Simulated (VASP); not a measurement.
Set up this calculation in VASP 6.6.1, as the native input.

| Item | Value |
| --- | --- |
| Task | single point |
| Functional | PBEsol |
| Potentials or basis | VASP PAW PBE potentials, release 64 (Re) |
| Cutoff | 520 eV |
| k mesh | 11 × 11 × 3 |
| Occupations | fermi-dirac, width 0.05 eV |
| Spin | no spin polarisation |
| Dipole correction | no |
| Further INCAR settings | ALGO = Fast; EDIFF = 1e-07; NBANDS = 22 |

The structure of Re lies in POSCAR:

```
Re
1.0
    2.7478204761      0.0000000000      0.0000000000
   -1.3739102380      2.3796823373      0.0000000000
    0.0000000000      0.0000000000      8.8788511029
Re
4
Direct
    0.6666666667      0.3333333333      0.7500000000
    0.0000000000      0.0000000000      0.5000000000
    0.3333333333      0.6666666667      0.2500000000
    0.0000000000      0.0000000000      0.0000000000
```

The input as run:

INCAR

```
SYSTEM = Re
  PREC = Accurate
  ENCUT = 520
  EDIFF = 1E-7
  ISMEAR = -1
  SIGMA = 0.05
  LREAL = .FALSE.
  LASPH = .TRUE.
  NELM = 60
  ALGO = Fast
  ISIF = 2
  LWAVE = .FALSE.
  LCHARG = .FALSE.
  GGA = PS
  NBANDS = 22
```

KPOINTS

```
regular mesh
0
G
  11 11 3
  0 0 0
```

Potentials or basis: VASP PAW PBE potentials, release 64 (Re).

The run is started by

```bash
$ cat potpaw_PBE.64/Re/POTCAR > POTCAR
$ mpirun -np 1 vasp_std > vasp.out
```

It gave:

The pressure is 0.9 GPa and the band gap on the k mesh is zero (band 14 reaches 9.12 eV, above the bottom of band 15 at 6.62 eV).

Caveat: the PAW data sets were made with another functional, which shifts forces and pressure a little; spin-orbit coupling is left out, which moves the levels of the heavy elements.

Wall time 59 s on 1 thread of Intel(R) Xeon(R) Platinum 8259CL CPU @ 2.50GHz (Skylake/Cascade Lake), with other jobs on the host, peak memory 0.18 GiB.
